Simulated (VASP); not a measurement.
# AlNi (Cm) in VASP: single point with PBE

Aim: the single point of AlNi with PBE.

All numbers are computed with VASP 6.6.1; they aren't measurements. Logs are shortened: lines on timing, memory, paths and dates and some standing lists are left out, and cuts for length are marked.

### 1 The cell of the first run

Symmetry: Cm, No. 8, monoclinic system. The conventional cell has a = 10.079 Å, b = 7.897 Å, c = 6.393 Å, α = 90.00°, β = 128.94°, γ = 90.00°. Within 3.2 Å of Al (site symmetry 1) lie 8 Ni at 2.44 to 2.66 Å and 5 Al at 2.64 to 3.00 Å. Al (site symmetry m) has 8 Ni at 2.32 to 2.94 Å and 5 Al at 2.60 to 3.17 Å within 3.2 Å. Al (site symmetry 1) has 8 Ni at 2.43 to 2.64 Å and 5 Al at 2.73 to 3.17 Å within 3.2 Å. Al (site symmetry m) has 7 Ni at 2.42 to 2.71 Å and 6 Al at 2.78 to 3.02 Å within 3.2 Å. Within 3.1 Å of Al (site symmetry m) lie 7 Ni at 2.36 to 2.69 Å and 6 Al at 2.64 to 3.02 Å. Within 3.3 Å of Al (site symmetry m) lie 6 Ni at 2.47 to 2.85 Å and 7 Al at 2.60 to 2.78 Å. Within 3.3 Å of Ni (site symmetry m) lie 6 Al at 2.47 to 2.94 Å and 7 Ni at 2.61 to 2.75 Å. Within 3.1 Å of Ni (site symmetry m) lie 8 Al at 2.38 to 2.85 Å and 5 Ni at 2.61 to 2.95 Å.

### 2 Single point, PBE

Input file INCAR:

```
  PREC = Accurate
  ENCUT = 520
  EDIFF = 1E-7
  ISMEAR = 0
  SIGMA = 0.1
  LREAL = Auto
  LASPH = T
  NELM = 100
  ALGO = Fast
  ISIF = 2
  LWAVE = F
  LCHARG = F
  GGA = PE
  ISYM = 0
  NBANDS = 66
```

Input file KPOINTS:

```
Automatic mesh
0
Gamma
  7 6 5
```

Input file POSCAR:

```
AlNi
1.0
    6.3932550000     -0.0155050000      0.0155130000
    3.1805100000     -0.0278970000     -5.5561140000
    3.1805060000      5.5561170000      0.0279010000
Al Ni
8 8
Direct
    0.0021889189      0.5312544813      0.5084362608
    0.2031926517      0.0145695945      0.5140528020
    0.5113319245      0.4459472712      0.5016515523
    0.0021893786      0.0089518138      0.0307381439
    0.2698122044      0.4977250891      0.9972102161
    0.5113325095      0.0021672944      0.9454309712
    0.7463608133      0.4935837303      0.9930693808
    0.7185061021      0.7658539161      0.2653383277
    0.7710551163      0.9884379826      0.4879210977
    0.2916103538      0.7473066048      0.2467903880
    0.4782809045      0.2291458574      0.2494981884
    0.2255974081      0.2478285584      0.7473119864
    0.4782795082      0.7500154931      0.7286299155
    0.0144342522      0.2765445651      0.2481541876
    0.7551068254      0.2559977778      0.7554811771
    0.0144341728      0.7486702498      0.7760285380
```

Potentials or basis: VASP PAW PBE potentials, release 64 (Al, Ni).

Launch:

```console
$ cat potpaw_PBE.64/Al/POTCAR potpaw_PBE.64/Ni/POTCAR > POTCAR
$ mpirun -np 1 vasp_std > vasp.out
```

OUTCAR:

```text
PREC = Accurate
   ENCUT = 520
   EDIFF = 1E-7
   ISMEAR = 0
   LREAL = Auto
   LASPH = T
   NELM = 100
   ISIF = 2
   GGA = PE
   ISYM = 0

 ion  position               nearest neighbor table
   1  0.002  0.531  0.508-  12 2.44  16 2.50  11 2.54  14 2.55   9 2.55  10 2.55  13 2.61   8 2.64
                            15 2.66   7 2.72   5 2.85   2 2.89   3 3.00
   2  0.203  0.015  0.514-  15 2.32  10 2.38  14 2.41  16 2.41  12 2.44  13 2.49  11 2.49   8 2.60
                             1 2.89   4 2.89   9 2.94   6 3.17   3 3.17
   3  0.511  0.446  0.502-  12 2.43  15 2.50  11 2.51  14 2.53  10 2.54   9 2.55  13 2.57  16 2.64
                             8 2.73   5 2.78   7 2.84   1 3.00   2 3.17
   4  0.002  0.009  0.031-  12 2.44  14 2.50  13 2.54  16 2.55   9 2.55  10 2.55  11 2.61   8 2.64
                            15 2.66   7 2.71   5 2.85   2 2.89   6 3.00
   5  0.270  0.498  0.997-  14 2.42  16 2.42  11 2.42  13 2.42  15 2.46  10 2.61  12 2.71   6 2.78
                             3 2.78   8 2.78   1 2.85   4 2.85   7 3.02
   6  0.511  0.002  0.945-  12 2.43  15 2.50  13 2.51  16 2.53  10 2.54   9 2.55  11 2.57  14 2.64
                             8 2.73   5 2.78   7 2.84   4 3.00   2 3.17
   7  0.746  0.494  0.993-  15 2.36  10 2.38  12 2.45  14 2.62  16 2.62   8 2.64  11 2.69  13 2.69
                             4 2.71   1 2.72   3 2.84   6 2.84   5 3.02
   8  0.719  0.766  0.265-   9 2.47  13 2.58  11 2.58   2 2.60   1 2.64   4 2.64   7 2.64   3 2.73
                             6 2.73  14 2.74  16 2.74   5 2.78  10 2.85
   9  0.771  0.988  0.488-   8 2.47   4 2.55   1 2.55   3 2.55   6 2.55  10 2.61  15 2.63  11 2.66
                            13 2.66  14 2.70  16 2.70  12 2.75   2 2.94
  10  0.292  0.747  0.247-   7 2.38   2 2.38   6 2.54   3 2.54   4 2.55   1 2.55   5 2.61   9 2.61
                             8 2.85  13 2.92  11 2.92  14 2.95  16 2.95
  11  0.478  0.229  0.249-   5 2.42   2 2.49   3 2.51   1 2.54   6 2.57   8 2.58   4 2.61   9 2.66
                             7 2.69  15 2.77  12 2.77  14 2.83  10 2.92
  12  0.226  0.248  0.747-   3 2.43   6 2.43   1 2.44   4 2.44   2 2.44   7 2.45   5 2.71   9 2.75
                            13 2.77  11 2.77  16 2.81  14 2.81  15 2.96
  13  0.478  0.750  0.729-   5 2.42   2 2.49   6 2.51   4 2.54   3 2.57   8 2.58   1 2.61   9 2.66
                             7 2.69  15 2.77  12 2.77  16 2.83  10 2.92
  14  0.014  0.277  0.248-   2 2.41   5 2.42   4 2.50   3 2.53   1 2.55   7 2.62   6 2.64   9 2.70
                             8 2.74  12 2.81  15 2.83  11 2.83  10 2.95
  15  0.755  0.256  0.755-   2 2.32   7 2.36   5 2.46   3 2.50   6 2.50   9 2.63   1 2.66   4 2.66
                            11 2.77  13 2.77  14 2.83  16 2.83  12 2.96
  16  0.014  0.749  0.776-   2 2.41   5 2.42   1 2.50   6 2.53   4 2.55   7 2.62   3 2.64   9 2.70
                             8 2.74  12 2.81  15 2.83  13 2.83  10 2.95

IMPORTANT INFORMATION: All symmetrisations will be switched off!
NOSYMM: (Re-)initialisation of all symmetry stuff for point group C_1.

----------------------------------------------------------------------------------------

                                     Primitive cell

  volume of cell :     197.9084

  direct lattice vectors                    reciprocal lattice vectors
     6.393255000 -0.015505000  0.015513000     0.155979464 -0.089738466  0.089738562
     3.180510000 -0.027897000 -5.556114000     0.000437701  0.000652014 -0.179734627
     3.180506000  5.556117000  0.027901000     0.000437477  0.179734659 -0.000652013

  length of vectors
     6.393292622  6.402095351  6.402095985     0.201086039  0.179736343  0.179736374

  position of ions in fractional coordinates (direct lattice)
     0.002188919  0.531254481  0.508436261
     0.203192652  0.014569595  0.514052802
     0.511331924  0.445947271  0.501651552
     0.002189379  0.008951814  0.030738144
     0.269812204  0.497725089  0.997210216
     0.511332510  0.002167294  0.945430971
[... 8 lines left out ...]
     0.755106825  0.255997778  0.755481177
     0.014434173  0.748670250  0.776028538

  ion indices of the primitive-cell ions
   primitive index   ion index
                 1           1
                 2           2
                 3           3
                 4           4
                 5           5
                 6           6
[... 8 lines left out ...]
                15          15
                16          16

----------------------------------------------------------------------------------------

 KPOINTS: Automatic mesh

Automatic generation of k-mesh.
 Grid dimensions read from file:
 generate k-points for:    7    6    5

 Generating k-lattice:

  Cartesian coordinates                     Fractional coordinates (reciprocal lattice)
     0.022282781 -0.012819781  0.012819795     0.142857143  0.000000000 -0.000000000
[... 27 lines left out ...]

 WARNING: IBZKPT: internal override: KBLOWUP is changed to .FALSE.
      ... skipping the blow-up phase ...

 Subroutine IBZKPT returns following result:
 ===========================================

 Found    106 irreducible k-points:

 Following reciprocal coordinates:
            Coordinates               Weight
  0.000000  0.000000  0.000000      1.000000
  0.142857 -0.000000 -0.000000      2.000000
  0.285714 -0.000000 -0.000000      2.000000
  0.428571 -0.000000  0.000000      2.000000
  0.000000  0.166667  0.000000      2.000000
  0.142857  0.166667  0.000000      2.000000
[... 16 lines left out ...]
 -0.000000  0.000000  0.200000      2.000000
  0.142857 -0.000000  0.200000      2.000000
 [... further k-points ...]
   k-points           NKPTS =    106   k-points in BZ     NKDIM =    106   number of bands    NBANDS=     66
   number of dos      NEDOS =    301   number of ions     NIONS =     16
   total plane-waves  NPLWV = 110592
   dimension x,y,z NGX =    48 NGY =   48 NGZ =   48
   dimension x,y,z NGXF=    96 NGYF=   96 NGZF=   96
   ions per type =               8   8
   NGX,Y,Z   is equivalent  to a cutoff of  12.48, 12.46, 12.46 a.u.
   NGXF,Y,Z  is equivalent  to a cutoff of  24.96, 24.93, 24.93 a.u.
 SYSTEM =  unknown system
   PREC   = accura    normal or accurate (medium, high low for compatibility)
   ISTART =      0    job   : 0-new  1-cont  2-samecut
   ICHARG =      2    charge: 1-file 2-atom 10-const
   ISPIN  =      1    spin polarized calculation?
   LNONCOLLINEAR =      F non collinear calculations
   LSORBIT =      F    spin-orbit coupling
   LASPH  =      T    aspherical Exc in radial PAW
   ENCUT  =  520.0 eV  38.22 Ry    6.18 a.u.  11.89 11.90 11.90*2*pi/ulx,y,z
   NELM   =    100;   NELMIN=  2; NELMDL= -5     # of ELM steps
   EDIFF  = 0.1E-06   stopping-criterion for ELM
   LREAL  =      T    real-space projection
   EDIFFG = 0.1E-05   stopping-criterion for IOM
   NSW    =      0    number of steps for IOM
   IBRION =     -1    ionic relax: 0-MD 1-quasi-New 2-CG
   NFREE  =      0    steps in history (QN), initial steepest desc. (CG)
   ISIF   =      2    stress and relaxation
   ISYM   =      0    0-nonsym 1-usesym 2-fastsym
   POTIM  = 0.5000    time-step for ionic-motion
   TEBEG  =    0.0;   TEEND  =   0.0 temperature during run
   PSTRESS=    0.0 pullay stress
   NELECT =     104.0000    total number of electrons
   NUPDOWN=      -1.0000    fix difference up-down
   EMIN   =  10.00;   EMAX   =-10.00  energy-range for DOS
   EFERMI =   0.00;   METHOD = LEGACY
   ISMEAR =     0;   SIGMA  =   0.10  broadening in eV -4-tet -1-fermi 0-gaus
   EFERMI_NEDOS =   21; number of points for ismear=-14 and -15
   IALGO  =     68    algorithm
   IMIX   =      4    mixing-type and parameters
     AMIX     =   0.40;   BMIX     =  1.00
     AMIX_MAG =   1.60;   BMIX_MAG =  1.00
  volume/ion in A,a.u.               =      12.37        83.47
  Fermi-wavevector in a.u.,A,eV,Ry     =   1.321086  2.496491 23.745831  1.745269
  Thomas-Fermi vector in A             =   2.450866
   LORBIT       =      0    0 simple, 1 ext, 2 COOP (PROOUT), +10 PAW based schemes
   GGA     = PE    functional components
   LHFCALC =     F    Hartree Fock is set to
   AEXX    =    0.0000 exact exchange contribution
   IVDW    =     0    specifies the selected vdW correction
   LEPSILON=     F    determine dielectric tensor
   LRPA    =     F    only Hartree local field effects (RPA)
 non-spin polarized calculation
 RMM-DIIS sequential band-by-band and
 Gauss-broadening in eV      SIGMA  =   0.10
  energy-cutoff  :      520.00
  volume of cell :      197.91
 maximum number of plane-waves:      5371
   NGX = 23   NGY = 23   NGZ = 23

 number of electron     103.9999987 magnetization

 Free energy of the ion-electron system (eV)
  ---------------------------------------------------
  ext. energy  EPLUGINS =         0.00000000
  ---------------------------------------------------
  free energy    TOTEN  =       -82.44696834 eV

  energy without entropy =      -82.41014640  energy(sigma->0) =      -82.42855737

 E-fermi :   9.4874     XC(G=0): -11.8813

 val. band max:        9.4866806520   @ k =   0.0000   0.3333   0.2000
 cond. band min:       9.4915340840   @ k =  -0.1429   0.0000   0.4000
 fundamental gap:      0.0048534319
 Fermi energy:         9.4874106668

 k-point     1 :       0.0000    0.0000    0.0000
  band No.  band energies     occupation
      1      -1.3842      2.00000
      2       2.7167      2.00000
      3       3.0528      2.00000
      4       3.1609      2.00000
      5       3.3566      2.00000
      6       3.4203      2.00000
[... 1597 lines left out ...]
     63      14.2197      0.00000
     64      14.4929      0.00000

 [... further k-points ...]

 [bands above 64 left out]

------------------------ aborting loop because EDIFF is reached ----------------------------------------

  FORCE on cell =-STRESS in cart. coord.  units (eV):
  Direction    XX          YY          ZZ          XY          YZ          ZX
  --------------------------------------------------------------------------------------
  -------------------------------------------------------------------------------------
  Total        0.0403595      0.0514385     -0.0278468      0.0635281      0.0001033     -0.0332016
  in kB        0.3267321      0.4164233     -0.2254355      0.5142951      0.0008365     -0.2687849
  external PRESSURE =       0.1725733 kB  Pullay stress =       0.0000000 kB

 VOLUME and BASIS-vectors are now :
 -----------------------------------------------------------------------------
  energy-cutoff  :      520.00
  volume of cell :      197.91
      direct lattice vectors                 reciprocal lattice vectors
     6.393255000 -0.015505000  0.015513000     0.155979464 -0.089738466  0.089738562
     3.180510000 -0.027897000 -5.556114000     0.000437701  0.000652014 -0.179734627
     3.180506000  5.556117000  0.027901000     0.000437477  0.179734659 -0.000652013

 POSITION                                       TOTAL-FORCE (eV/Angst)
 -----------------------------------------------------------------------------------
      3.32074      2.81008     -2.93749         0.003177     -0.009664     -0.010476
      2.98035      2.85258     -0.06346        -0.013490     -0.013099      0.010669
      6.28292      2.76687     -2.45581        -0.002456     -0.010234      0.003641
      0.14023      0.17050     -0.04885         0.005010      0.013553      0.008169
      6.47963      5.52255     -2.73341         0.002092      0.010949     -0.008917
      6.28292      5.24494      0.02227        -0.000663     -0.002794      0.009746
[... 8 lines left out ...]
      8.04461      4.17869     -1.38956        -0.015054      0.005696     -0.002586
      4.94160      4.29060     -4.13782        -0.023353      0.023778      0.018692
 -----------------------------------------------------------------------------------
    total drift:                               -0.004076     -0.003114      0.004915

  FREE ENERGIE OF THE ION-ELECTRON SYSTEM (eV)
  ---------------------------------------------------
  free  energy   TOTEN  =       -82.4469683450 eV

  energy  without entropy=      -82.4101463980  energy(sigma->0) =      -82.42855737
```

It took 24 min on 1 thread of Intel Xeon 6975P-C (Granite Rapids), shared host; peak memory 0.9 GiB.

Results:

- Free energy: -82.4470 eV
- Pressure: 0.0 GPa
- Largest force: 0.038 eV/Å
- Band gap on the k mesh: zero (bands 52 and 53 overlap by 1.53 eV)

Forces on the atoms (eV/Å):
```
Al   0.003 -0.010 -0.010
Al  -0.013 -0.013  0.011
Al  -0.002 -0.010  0.004
Al   0.005  0.014  0.008
Al   0.002  0.011 -0.009
Al  -0.001 -0.003  0.010
Al  -0.001  0.012 -0.009
Al   0.013  0.002 -0.003
Ni   0.007 -0.006  0.009
Ni   0.013  0.000  0.002
Ni   0.013 -0.018 -0.004
Ni   0.010  0.004 -0.006
Ni   0.013 -0.001  0.009
Ni  -0.023 -0.011 -0.027
Ni  -0.015  0.006 -0.003
Ni  -0.023  0.024  0.019
```

Spin polarisation is off, so any magnetic state and its effect on volume and gap are missing.
